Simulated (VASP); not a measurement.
A run of VASP 6.6.1:

File POSCAR:

```
MgH2
1.0
    4.4848772627      0.0000000000      0.0000000000
    0.0000000000      4.4848772627      0.0000000000
    0.0000000000      0.0000000000      2.9964754819
Mg H
2 4
Direct
    0.0000000000      0.0000000000      0.0000000000
    0.5000000000      0.5000000000      0.5000000000
    0.3046815063      0.3046815063      0.0000000000
    0.1953184937      0.8046815063      0.5000000000
    0.8046815063      0.1953184937      0.5000000000
    0.6953184937      0.6953184937      0.0000000000
```

The input INCAR.step1:

```
PREC = Accurate ; ENCUT = 520
EDIFF = 1E-5 ; ISMEAR = 0
SIGMA = 0.01 ; LREAL = F
LASPH = T ; NELM = 60
ALGO = Normal ; ISIF = 2
LWAVE = T ; GGA = PE
NBANDS = 13
```

INCAR.step2

```
PREC = Accurate ; ENCUT = 520
EDIFF = 1E-6 ; ISMEAR = 0
SIGMA = 0.01 ; LREAL = F
LASPH = T ; NELM = 60
ALGO = Normal ; ISIF = 2
LWAVE = F ; LCHARG = T
GGA = PE ; LHFCALC = T
AEXX = 0.25 ; PRECFOCK = Fast
LELF = T ; LVHAR = T
ISTART = 1 ; NBANDS = 13
```

KPOINTS

```
Automatic mesh
0
Gamma
  4 4 6
```

Potentials or basis: VASP PAW PBE potentials, release 64 (Mg, H).

Launch:

```bash
$ cat potpaw_PBE.64/Mg/POTCAR potpaw_PBE.64/H/POTCAR > POTCAR
$ cp INCAR.step1 INCAR
$ mpirun -np 1 vasp_std > vasp.out
$ cp INCAR.step2 INCAR
$ mpirun -np 1 vasp_std > vasp.out
```

Hardware: 1 thread of Intel(R) Xeon(R) Platinum 8488C (Sapphire Rapids), with other jobs on the host.

Problem. Estimate the wall time of this run.

Solution. It took 4.1 min on 1 thread of Intel(R) Xeon(R) Platinum 8488C (Sapphire Rapids) (shared host), peak memory 0.19 GiB. Counts: k points 24.
